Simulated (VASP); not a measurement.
Here is a VASP 6.6.1 calculation.

INCAR

```
PREC = Accurate
ENCUT = 520
EDIFF = 1E-6
ISMEAR = -1
SIGMA = 0.08
LREAL = F
LASPH = T
NELM = 100
ALGO = Normal
ISIF = 2
LWAVE = F
LCHARG = T
GGA = PE
LELF = T
LVHAR = T
NBANDS = 11
```

KPOINTS

```
regular mesh
0
Gamma
  15 15 15
```

File POSCAR:

```
Hf
1.0
    2.6625547682      0.0000000000      0.0000000000
    0.0000000000      2.6625547682      0.0000000000
    0.0000000000      0.0000000000      2.6625547682
Hf
1
Direct
    0.0000000000      0.0000000000      0.0000000000
```

Potentials or basis: VASP PAW PBE potentials, release 64 (Hf_pv).

Run with:

```console
$ cat potpaw_PBE.64/Hf_pv/POTCAR > POTCAR
$ mpirun -np 1 vasp_std > vasp.out
```

Predict the band gap on the k mesh.

zero (band 5 reaches 6.69 eV, above the bottom of band 6 at 3.51 eV).

Estimate the pressure.

31.6 GPa.

Caveat: spin-orbit coupling is left out, which moves the levels of the heavy elements.
